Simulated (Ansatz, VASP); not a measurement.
**Hf in VASP and in Ansatz**

```
CELL_PARAMETERS angstrom
3.12756 0.00000 0.00000
-1.56378 2.70855 0.00000
0.00000 0.00000 4.94993
ATOMIC_POSITIONS crystal
Hf 0.33333 0.66667 0.25000
Hf 0.66667 0.33333 0.75000
```

Alike in both runs: task single point; functional PBE; k mesh 6 × 6 × 4; occupations gaussian, width 0.1 eV; no spin polarisation.

|  | VASP | Ansatz |
| --- | --- | --- |
| version | VASP 6.6.1 | Ansatz 0.2.0 |
| potentials or method | VASP PAW PBE potentials, release 64 (Hf_pv), cutoff 500 eV | scalar-relativistic, plane waves, PAW |
| valence electrons in the cell | 20 | 52 |

|  | VASP | Ansatz | Ansatz less VASP |
| --- | --- | --- | --- |
| gap on the k mesh at the Fermi level (eV) | none | none | - |
| pressure (GPa) | 8.2 | 8.6 | +0.44 |
| traceless stress, the component that is largest in VASP (GPa) | 0.40 | 0.49 | +0.091 |

A gap of «none» marks a metal or a gap that the smearing closes. The functional is the same, so the differences come from potentials, cutoffs and numerics. VASP's potentials hold 20 valence electrons a cell and Ansatz's 52, so a difference there can come from the potentials and not from the codes.

The k mesh is coarse, so the values compare programs but aren't converged. Neither program's run includes spin-orbit coupling.
